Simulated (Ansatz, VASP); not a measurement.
# Two plane-wave programs on IrRh5

```
Ir Rh
1.0
     2.74691    0.00000    0.00000
    -1.37345    2.37889    0.00000
     0.00000    0.00000   13.03600
Ir Rh
1 5
Direct
  0.66667 0.33333 0.50000
  0.33333 0.66667 0.66649
  0.33333 0.66667 0.00000
  0.33333 0.66667 0.33351
  0.66667 0.33333 0.83422
  0.66667 0.33333 0.16578
```

Alike in both runs: functional PBE; k mesh 6 × 6 × 2; occupations gaussian, width 0.1 eV; no spin polarisation.

Ansatz relaxed the structure, and its values are those at the end. VASP's run is a single point on that final structure, the one shown.

```csv
,VASP,Ansatz
version,VASP 6.6.1,Ansatz 0.2.0
potentials or method,"VASP PAW PBE potentials, release 64 (Ir, Rh_pv), cutoff 520 eV","scalar-relativistic, plane waves, PAW"
valence electrons in the cell,84,102
```

|  | VASP | Ansatz | Ansatz less VASP |
| --- | --- | --- | --- |
| gap on the k mesh at the Fermi level (eV) | none | none | - |
| pressure (GPa) | 0.1 | 0.0 | -0.12 |
| rms of the force components (eV/Å) | 0.008 | 0.001 | -0.0066 |

A gap of «none» marks a metal or a gap that the smearing closes. VASP's potentials hold 84 valence electrons a cell and Ansatz's 102, so a difference there can come from the potentials and not from the codes.

The k mesh is coarse, so the values compare programs but aren't converged. Neither program's run includes spin-orbit coupling.
